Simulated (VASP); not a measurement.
CdS:

```xyz
2
Lattice="0.0000 2.9392 2.9392 2.9392 0.0000 2.9392 2.9392 2.9392 0.0000" Properties=species:S:1:pos:R:3 pbc="T T T"
Cd    0.0000    0.0000    0.0000
S     1.4696    1.4696    1.4696
```

Program: VASP 6.6.1. Alike in all runs: task single point; potentials or basis VASP PAW PBE potentials, release 64 (Cd, S); no spin polarisation; cell as given; cutoff (eV) 520. Hardware: 1 thread of Intel Xeon 6975P-C (shared host).

Question: Order these runs on this cell by their wall time, lowest first.
A. level r2SCAN; k mesh 8 × 8 × 8; smearing gaussian 0.01 eV
B. level PBE; k mesh 8 × 8 × 8; smearing fermi-dirac 0.02 eV
C. level PBE; k mesh 4 × 4 × 4; smearing gaussian 0.01 eV

Answer: C (12 s), B (38 s), A (110 s).

Caveats: some runs use coarse meshes.
